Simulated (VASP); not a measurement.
A run of VASP 6.6.1:

Contents of POSCAR:

```
MoS2
1.0
    1.5971070000      0.9220900000      6.2310660000
   -1.5971070000      0.9220900000      6.2310660000
    0.0000000000     -1.8441800000      6.2310660000
Mo S
1 2
Direct
   -0.0013045766      0.0023401385      0.0015084651
    0.4263293298      0.4161020876      0.4007345192
    0.2327538205      0.2530217174      0.2604874610
```

INCAR.step1

```
SYSTEM = MoS2
PREC = Accurate
ENCUT = 520
ISMEAR = -1
SIGMA = 0.026
LREAL = .FALSE.
LASPH = .TRUE.
NELM = 100
NBANDS = 20
GGA = PE
ALGO = Normal
EDIFF = 1E-4
LWAVE = .TRUE.
LCHARG = .FALSE.
```

INCAR.step2

```
SYSTEM = MoS2
PREC = Accurate
ENCUT = 520
EDIFF = 1E-7
ISMEAR = -1
SIGMA = 0.026
LREAL = .FALSE.
LASPH = .TRUE.
NELM = 100
ALGO = Normal
ISIF = 2
LWAVE = .FALSE.
LCHARG = .FALSE.
METAGGA = R2SCAN
LMIXTAU = .TRUE.
NBANDS = 20
ISTART = 1
```

KPOINTS

```
regular mesh
0
G
  6 6 6
  0 0 0
```

Potentials or basis: VASP PAW PBE potentials, release 64 (Mo_sv, S).

Command:

```bash
$ cat potpaw_PBE.64/Mo_sv/POTCAR potpaw_PBE.64/S/POTCAR > POTCAR
$ cp INCAR.step1 INCAR
$ mpirun -np 1 vasp_std > vasp.out
$ cp INCAR.step2 INCAR
$ mpirun -np 1 vasp_std > vasp.out
```

Hardware: 1 thread of Intel Xeon 8259CL, on a shared host.

Problem. How long does it take, and how much memory?

Solution. It took 30 min on 1 thread of Intel Xeon 8259CL, with other jobs on the host, peak memory 0.42 GiB. Counts: k points 112.
